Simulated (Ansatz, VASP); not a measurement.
Fe, level by level in two programs

```
Fe
1.0
    -1.47130    1.47130    1.47130
     1.47130   -1.47130    1.47130
     1.47130    1.47130   -1.47130
Fe
1
Direct
  0.00000 0.00000 0.00000
```

Single points on this cell with VASP 6.6.1 and Ansatz 0.2.0. Each row is one pair of runs. Alike in all rows: spin: collinear, typed start; k mesh: 13 × 13 × 13; smearing: fermi-dirac, width 0.05 eV.

```csv
level,"VASP's potentials, cutoff","Ansatz's potentials, cutoff","gap on the k mesh at the Fermi level (eV), VASP","gap on the k mesh at the Fermi level (eV), Ansatz","pressure (GPa), VASP","pressure (GPa), Ansatz","net moment per atom (μB), VASP","net moment per atom (μB), Ansatz"
BLYP+D4,"VASP PAW PBE potentials, release 64 (Fe), 520 eV","Ansatz PAW, 420 eV",none,none,-15.7,-16.2,2.43,2.40
"b88 exchange, pbe correlation","VASP PAW PBE potentials, release 64 (Fe), 600 eV","Ansatz PAW, 420 eV",none,none,-13.3,-14.1,2.53,2.48
r2SCAN+D4,"VASP PAW PBE potentials, release 64 (Fe), 520 eV","Ansatz PAW, 500 eV",none,none,-14.5,-14.3,2.67,2.67
```

Pressure (GPa): the two programs differ by at most 0.75; net moment per atom (μB): the two programs differ by at most 0.043.

VASP's potentials hold 8 valence electrons a cell and Ansatz's 16, so a difference there can come from the potentials and not from the codes.

A gap of «none» marks a metal or a gap that the smearing closes.

Noted on Ansatz's runs: the magnetic or orbital state may not be the lowest.
